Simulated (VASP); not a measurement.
Wanted: the native input for a VASP 6.6.1 run.

- Task: single point
- Functional: r2SCAN
- Potentials or basis: VASP PAW PBE potentials, release 64 (Na_pv, F)
- Cutoff: 520 eV
- k mesh: 8 × 8 × 8
- Occupations: gaussian, width 0.01 eV
- Spin: no spin polarisation
- Dipole correction: no
- Further INCAR settings: ALGO = Normal; EDIFF = 1e-06; NBANDS = 14

NaF:

```xyz
2
Lattice="0.0000 2.4300 2.4300 2.4300 0.0000 2.4300 2.4300 2.4300 0.0000" Properties=species:S:1:pos:R:3 pbc="T T T"
Na    0.0000    0.0000    0.0000
F     1.2150    1.2150    1.2150
```

This cell differs from its parent crystal: strain -4.0%.

These files were run (other wordings do the same):

POSCAR

```
NaF
1.0
    0.0000000000      2.4300108974      2.4300108974
    2.4300108974      0.0000000000      2.4300108974
    2.4300108974      2.4300108974      0.0000000000
Na F
1 1
Direct
    0.0000000000      0.0000000000      0.0000000000
    0.2500000000      0.2500000000      0.2500000000
```

INCAR.step1

```
SYSTEM = NaF
PREC = Accurate ; ENCUT = 520
ISMEAR = 0 ; SIGMA = 0.01
LREAL = .False. ; LASPH = .True.
NELM = 100 ; NBANDS = 14
GGA = PE ; ALGO = Normal
EDIFF = 1E-4 ; LWAVE = .True.
LCHARG = .False.
```

INCAR.step2

```
SYSTEM = NaF
PREC = Accurate ; ENCUT = 520
EDIFF = 1E-6 ; ISMEAR = 0
SIGMA = 0.01 ; LREAL = .False.
LASPH = .True. ; NELM = 100
ALGO = Normal ; ISIF = 2
LWAVE = .False. ; LCHARG = .False.
METAGGA = R2SCAN ; LMIXTAU = .True.
NBANDS = 14 ; ISTART = 1
```

KPOINTS

```
Automatic mesh
0
Gamma
  8 8 8
  0 0 0
```

Potentials or basis: VASP PAW PBE potentials, release 64 (Na_pv, F).

The run is started by

```sh
$ cat potpaw_PBE.64/Na_pv/POTCAR potpaw_PBE.64/F/POTCAR > POTCAR
$ cp INCAR.step1 INCAR
$ mpirun -np 1 vasp_std > vasp.out
$ cp INCAR.step2 INCAR
$ mpirun -np 1 vasp_std > vasp.out
```

Results of the run:

The pressure is 5.8 GPa and the band gap on the k mesh is 6.70 eV, indirect (the least direct gap lies 3.4 meV higher).

Caveat: the cell differs from its parent crystal (strain -4.0%); the PAW data sets were made with another functional, which shifts forces and pressure a little.

Wall time 44 s on 1 thread of Intel(R) Xeon(R) Platinum 8488C (Sapphire Rapids), on a shared host, peak memory 0.15 GiB.
